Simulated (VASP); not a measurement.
A run of VASP 6.6.1:

The input INCAR:

```
PREC     = Accurate       # precision mode
ENCUT    = 520            # plane-wave cutoff, eV
EDIFF    = 1E-8           # SCF threshold, eV
ISMEAR   = 0              # smearing method
SIGMA    = 0.05           # smearing width, eV
LREAL    = F              # projectors in reciprocal space
LASPH    = T              # aspherical terms in the spheres
NELM     = 100            # most SCF steps
ALGO     = Normal         # electronic algorithm
ISIF     = 2              # what is computed and relaxed
LWAVE    = F              # write WAVECAR
LCHARG   = F              # write CHGCAR
GGA      = PE             # functional
IBRION   = 8              # ionic algorithm
NSW      = 1              # ionic steps
```

File KPOINTS:

```
Automatic mesh
0
Gamma
  9 9 6
```

POSCAR

```
ZnO
1.0
    3.2797238684      0.0000000000      0.0000000000
   -1.6398619342      2.8403241874      0.0000000000
    0.0000000000      0.0000000000      5.2937796598
Zn O
2 2
Direct
    0.3333333333      0.6666666667      0.0014815949
    0.6666666667      0.3333333333      0.5014815949
    0.3333333333      0.6666666667      0.3806184051
    0.6666666667      0.3333333333      0.8806184051
```

Potentials or basis: VASP PAW PBE potentials, release 64 (Zn, O).

Launch:

```sh
$ cat potpaw_PBE.64/Zn/POTCAR potpaw_PBE.64/O/POTCAR > POTCAR
$ mpirun -np 1 vasp_std > vasp.out
```

Hardware: 1 thread of AMD EPYC 7R13 Processor (Zen 3), on a shared host.

Question: Estimate the wall time of this run.

Answer: Run time: 12 min on 1 thread of AMD EPYC 7R13 Processor (Zen 3), on a shared host, peak memory 0.56 GiB. Counts: scf iterations 74, k points 48.
